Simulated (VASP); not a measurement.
# Cu (I4/mmm) in VASP: further runs

The runs below take Cu through single point, with r2SCAN.

Everything below comes from runs of VASP 6.6.1. Logs are shortened: lines on timing, memory, paths and dates and some standing lists are left out, and cuts for length are marked.

### 1 The cell of the first run

The structure is tetragonal, space group I4/mmm (No. 139). Conventional cell: a = 2.597 Å, b = 2.597 Å, c = 2.752 Å, α = 90.00°, β = 90.00°, γ = 90.00°. Within 3.0 Å of Cu (site symmetry 4/mmm) lie 14 Cu at 2.29 to 2.75 Å.

### 2 Single point, r2SCAN (strain -0.1000 x Voigt [1, 1, 0, 0, 0, 0])

The input, POSCAR:

```
Cu
1.0
   -1.2985139880      1.2985139880      1.3760814500
    1.2985139880     -1.2985139880      1.3760814500
    1.2985139880      1.2985139880     -1.3760814500
Cu
1
Direct
    0.0000000000      0.0000000000      0.0000000000
```

The input, INCAR.step1:

```
PREC     = Accurate       # precision mode
ENCUT    = 520            # plane-wave cutoff, eV
ISMEAR   = 0              # smearing method
SIGMA    = 0.15           # smearing width, eV
LREAL    = False          # projectors in reciprocal space
LASPH    = True           # aspherical terms in the spheres
NELM     = 80             # most SCF steps
NBANDS   = 12             # bands
GGA      = PE             # functional
ALGO     = Normal         # electronic algorithm
EDIFF    = 1E-4           # SCF threshold, eV
LWAVE    = True           # write WAVECAR
LCHARG   = False          # write CHGCAR
```

The input, INCAR.step2:

```
PREC     = Accurate       # precision mode
ENCUT    = 520            # plane-wave cutoff, eV
EDIFF    = 1E-6           # SCF threshold, eV
ISMEAR   = 0              # smearing method
SIGMA    = 0.15           # smearing width, eV
LREAL    = False          # projectors in reciprocal space
LASPH    = True           # aspherical terms in the spheres
NELM     = 80             # most SCF steps
ALGO     = Normal         # electronic algorithm
ISIF     = 2              # what is computed and relaxed
LWAVE    = False          # write WAVECAR
LCHARG   = False          # write CHGCAR
METAGGA  = R2SCAN         # meta-GGA
LMIXTAU  = True         
NBANDS   = 12             # bands
ISTART   = 1
```

The input, KPOINTS:

```
Automatic mesh
0
Gamma
  24 24 24
```

Potentials or basis: VASP PAW PBE potentials, release 64 (Cu).

The run is started by

```bash
cat potpaw_PBE.64/Cu/POTCAR > POTCAR
cp INCAR.step1 INCAR
mpirun -np 1 vasp_std > vasp.out
cp INCAR.step2 INCAR
mpirun -np 1 vasp_std > vasp.out
```

OUTCAR:

```text
PREC = Accurate
   ENCUT = 520
   EDIFF = 1E-6
   ISMEAR = 0
   LREAL = False
   LASPH = True
   NELM = 80
   ISIF = 2
   METAGGA = R2SCAN
   ISTART = 1

 ion  position               nearest neighbor table
   1  0.000  0.000  0.000-

  LATTYP: Found a body centered tetragonal cell.
 ALAT       =     2.5970279760
 C/A-ratio  =     1.0597355614

  Lattice vectors:

 A1 = (  -1.2985139880,   1.2985139880,   1.3760814500)
 A2 = (   1.2985139880,  -1.2985139880,   1.3760814500)
 A3 = (   1.2985139880,   1.2985139880,  -1.3760814500)

Analysis of symmetry for initial positions (statically):
=====================================================================
 Subroutine PRICEL returns:
 Original cell was already a primitive cell.

 Routine SETGRP: Setting up the symmetry group for a
 body centered tetragonal supercell.

 Subroutine GETGRP returns: Found 16 space group operations
 (whereof 16 operations were pure point group operations)
 out of a pool of 16 trial point group operations.

The static configuration has the point symmetry D_4h.

Analysis of symmetry for dynamics (positions and initial velocities):
=====================================================================
 Subroutine PRICEL returns:
 Original cell was already a primitive cell.

 Routine SETGRP: Setting up the symmetry group for a
 body centered tetragonal supercell.

 Subroutine GETGRP returns: Found 16 space group operations
 (whereof 16 operations were pure point group operations)
 out of a pool of 16 trial point group operations.

The dynamic configuration has the point symmetry D_4h.

 Subroutine INISYM returns: Found 16 space group operations
 (whereof 16 operations are pure point group operations),
 and found     1 'primitive' translations

----------------------------------------------------------------------------------------

                                     Primitive cell

  volume of cell :       9.2811

  direct lattice vectors                    reciprocal lattice vectors
    -1.298513988  1.298513988  1.376081450     0.000000000  0.385055536  0.363350585
     1.298513988 -1.298513988  1.376081450     0.385055536  0.000000000  0.363350585
     1.298513988  1.298513988 -1.376081450     0.385055536  0.385055536  0.000000000

  length of vectors
     2.294749945  2.294749945  2.294749945     0.529425551  0.529425551  0.544550762

  position of ions in fractional coordinates (direct lattice)
     0.000000000  0.000000000  0.000000000
[... 78 lines left out ...]
   EDIFFG = 0.1E-04   stopping-criterion for IOM
   NSW    =      0    number of steps for IOM
   IBRION =     -1    ionic relax: 0-MD 1-quasi-New 2-CG
   NFREE  =      0    steps in history (QN), initial steepest desc. (CG)
   ISIF   =      2    stress and relaxation
   ISYM   =      2    0-nonsym 1-usesym 2-fastsym
   POTIM  = 0.5000    time-step for ionic-motion
   TEBEG  =    0.0;   TEEND  =   0.0 temperature during run
   PSTRESS=    0.0 pullay stress
   NELECT =      11.0000    total number of electrons
   NUPDOWN=      -1.0000    fix difference up-down
   EMIN   =  10.00;   EMAX   =-10.00  energy-range for DOS
   EFERMI =   0.00;   METHOD = LEGACY
   ISMEAR =     0;   SIGMA  =   0.15  broadening in eV -4-tet -1-fermi 0-gaus
   EFERMI_NEDOS =   21; number of points for ismear=-14 and -15
   IALGO  =     38    algorithm
   IMIX   =      4    mixing-type and parameters
     AMIX     =   0.40;   BMIX     =  1.00
     AMIX_MAG =   1.60;   BMIX_MAG =  1.00
  volume/ion in A,a.u.               =       9.28        62.63
  Fermi-wavevector in a.u.,A,eV,Ry     =   1.732500  3.273950 40.838655  3.001556
  Thomas-Fermi vector in A             =   2.806665
   LORBIT       =      0    0 simple, 1 ext, 2 COOP (PROOUT), +10 PAW based schemes
   METAGGA = R2SCAN    functional components
   LHFCALC =     F    Hartree Fock is set to
   AEXX    =    0.0000 exact exchange contribution
   IVDW    =     0    specifies the selected vdW correction
   LEPSILON=     F    determine dielectric tensor
   LRPA    =     F    only Hartree local field effects (RPA)
 non-spin polarized calculation
 Gauss-broadening in eV      SIGMA  =   0.15
  energy-cutoff  :      520.00
  volume of cell :        9.28
 maximum number of plane-waves:       263
 NGX is ok and might be reduce to    18
   NGX =  9   NGY =  9   NGZ =  9

 number of electron      10.9999998 magnetization

 Free energy of the ion-electron system (eV)
  ---------------------------------------------------
  ext. energy  EPLUGINS =         0.00000000
  ---------------------------------------------------
  free energy    TOTEN  =       -10.45642292 eV

  energy without entropy =      -10.45335335  energy(sigma->0) =      -10.45488813

 E-fermi :  10.8580     XC(G=0): -15.4473

 val. band max:       10.8542527084   @ k =  -0.2500  -0.3750   0.2500
 cond. band min:      10.8685136276   @ k =   0.5000   0.1250   0.0833
 fundamental gap:      0.0142609191
 Fermi energy:        10.8579727313

 k-point     1 :       0.0000    0.0000    0.0000
  band No.  band energies     occupation
      1      -0.9540      2.00000
      2       6.5637      2.00000
      3       6.5638      2.00000
      4       6.8659      2.00000
      5       7.9128      2.00000
      6       8.2278      2.00000
      7      38.2441      0.00000
      8      39.6777      0.00000
      9      39.6778      0.00000
     10      44.4715      0.00000
     11      45.6159      0.00000
     12      45.7128      0.00000
[... 331 lines left out ...]
 k-point    24 :       0.4583    0.0417    0.0000
  band No.  band energies     occupation
      1       3.9598      2.00000
      2       5.7391      2.00000
      3       7.8564      2.00000
      4       8.1478      2.00000
      5       8.7725      2.00000
      6       9.8145      2.00000
      7      16.8312      0.00000
      8      31.1469      0.00000
      9      33.0236      0.00000
     10      37.3968      0.00000
     11      41.7129      0.00000
     12      48.4164      0.00000

 [... further k-points ...]
[... 5 lines left out ...]
  --------------------------------------------------------------------------------------
  -------------------------------------------------------------------------------------
  Total        3.4165769      3.4165769      3.4648786      0.0000000      0.0000000      0.0000000
  in kB      589.7994743    589.7994743    598.1377390      0.0000000      0.0000000      0.0000000
  external PRESSURE =     592.5788958 kB  Pullay stress =       0.0000000 kB

 VOLUME and BASIS-vectors are now :
 -----------------------------------------------------------------------------
  energy-cutoff  :      520.00
  volume of cell :        9.28
      direct lattice vectors                 reciprocal lattice vectors
    -1.298513988  1.298513988  1.376081450     0.000000000  0.385055536  0.363350585
     1.298513988 -1.298513988  1.376081450     0.385055536  0.000000000  0.363350585
     1.298513988  1.298513988 -1.376081450     0.385055536  0.385055536  0.000000000

 POSITION                                       TOTAL-FORCE (eV/Angst)
 -----------------------------------------------------------------------------------
      0.00000      0.00000      0.00000         0.000000     -0.000000     -0.000000
 -----------------------------------------------------------------------------------
    total drift:                                0.000000      0.000000      0.000000

  FREE ENERGIE OF THE ION-ELECTRON SYSTEM (eV)
  ---------------------------------------------------
  free  energy   TOTEN  =       -10.4564229189 eV

  energy  without entropy=      -10.4533533486  energy(sigma->0) =      -10.45488813
```

OSZICAR.step1:

```text
N       E                     dE             d eps       ncg     rms          rms(c)
DAV:   1     0.413956956143E+02    0.41396E+02   -0.53955E+03 29320   0.165E+03
DAV:   2    -0.295625169830E+01   -0.44352E+02   -0.41055E+02 26432   0.213E+02
DAV:   3    -0.416512269729E+01   -0.12089E+01   -0.12043E+01 29168   0.390E+01
DAV:   4    -0.417137253417E+01   -0.62498E-02   -0.62490E-02 28656   0.251E+00
DAV:   5    -0.417142060968E+01   -0.48076E-04   -0.48075E-04 29260   0.223E-01    0.768E+00
DAV:   6    -0.342923272986E+01    0.74219E+00   -0.96360E+00 29788   0.640E+01    0.215E+00
DAV:   7    -0.325807652781E+01    0.17116E+00   -0.10777E+00 29968   0.212E+01    0.857E-01
DAV:   8    -0.323535666136E+01    0.22720E-01   -0.17315E-02 37236   0.173E+00    0.836E-02
DAV:   9    -0.323521441577E+01    0.14225E-03   -0.80446E-04 24456   0.490E-01    0.268E-02
DAV:  10    -0.323522361871E+01   -0.92029E-05   -0.35074E-05 15504   0.102E-01
   1 F= -.32352236E+01 E0= -.32336558E+01  d E =-.313562E-02
```

It took 9.6 min on 1 thread of Intel Xeon 8259CL, shared host; peak memory 0.23 GiB.

Results:

| Item | Value |
| --- | --- |
| Free energy | -10.4564 eV |
| Pressure | 59.3 GPa |
| Band gap on the k mesh | zero (an odd number of electrons rules out a gap without spin polarisation) |

Caveat: the cell differs from its parent crystal (strain -0.1000 x Voigt [1, 1, 0, 0, 0, 0]); the cell stands under pressure; the PAW data sets were made with another functional, which shifts forces and pressure a little.

### 3 Single point, r2SCAN (strain -0.0750 x Voigt [1, 1, 0, 0, 0, 0])

The input, POSCAR:

```
Cu
1.0
   -1.3345838210      1.3345838210      1.3760814500
    1.3345838210     -1.3345838210      1.3760814500
    1.3345838210      1.3345838210     -1.3760814500
Cu
1
Direct
    0.0000000000      0.0000000000      0.0000000000
```

The input, INCAR.step1:

```
SYSTEM = Cu
PREC = Accurate ; ENCUT = 520
ISMEAR = 0 ; SIGMA = 0.15
LREAL = .False. ; LASPH = .True.
NELM = 60 ; NBANDS = 12
GGA = PE ; ALGO = Normal
EDIFF = 1E-4 ; LWAVE = .True.
LCHARG = .False.
```

The input, INCAR.step2:

```
SYSTEM = Cu
PREC = Accurate ; ENCUT = 520
EDIFF = 1E-6 ; ISMEAR = 0
SIGMA = 0.15 ; LREAL = .False.
LASPH = .True. ; NELM = 60
ALGO = Normal ; ISIF = 2
LWAVE = .False. ; LCHARG = .False.
METAGGA = R2SCAN ; LMIXTAU = .True.
NBANDS = 12 ; ISTART = 1
```

The input, KPOINTS:

```
regular mesh
0
Gamma
  24 24 24
  0 0 0
```

Potentials or basis: VASP PAW PBE potentials, release 64 (Cu).

The run is started by

```bash
cat potpaw_PBE.64/Cu/POTCAR > POTCAR
cp INCAR.step1 INCAR
mpirun -np 1 vasp_std > vasp.out
cp INCAR.step2 INCAR
mpirun -np 1 vasp_std > vasp.out
```

Wall time 9.3 min (1 thread of Intel Xeon 8259CL, shared host); peak memory 0.23 GiB.

It converged, with:

| Property | Result |
| --- | --- |
| Free energy | -10.6145 eV |
| Pressure | 38.5 GPa |
| Band gap on the k mesh | zero (an odd number of electrons rules out a gap without spin polarisation) |

Stress tensor (GPa, compression positive):
```
38.47  0.00  0.00
 0.00 38.47  0.00
 0.00  0.00 38.60
```

Levels at points of the mesh, in eV from the Fermi level:
| k point | band 4 | band 5 | band 6 | band 7 | band 8 | band 9 |
| --- | --- | --- | --- | --- | --- | --- |
| (0.00, 0.00, 0.00) | -3.84 | -2.70 | -2.54 | 27.34 | 28.10 | 28.10 |
| (0.50, 0.00, 0.00) | -2.45 | -1.61 | -1.26 | 5.56 | 20.09 | 21.39 |
| (0.50, 0.50, 0.00) | -2.40 | -1.58 | -0.98 | 5.94 | 19.27 | 20.32 |
| (0.50, 0.50, 0.50) | -1.81 | -1.81 | 8.66 | 10.01 | 10.01 | 15.05 |

Caveat: the cell differs from its parent crystal (strain -0.0750 x Voigt [1, 1, 0, 0, 0, 0]); the cell stands under pressure; the PAW data sets were made with another functional, which shifts forces and pressure a little.
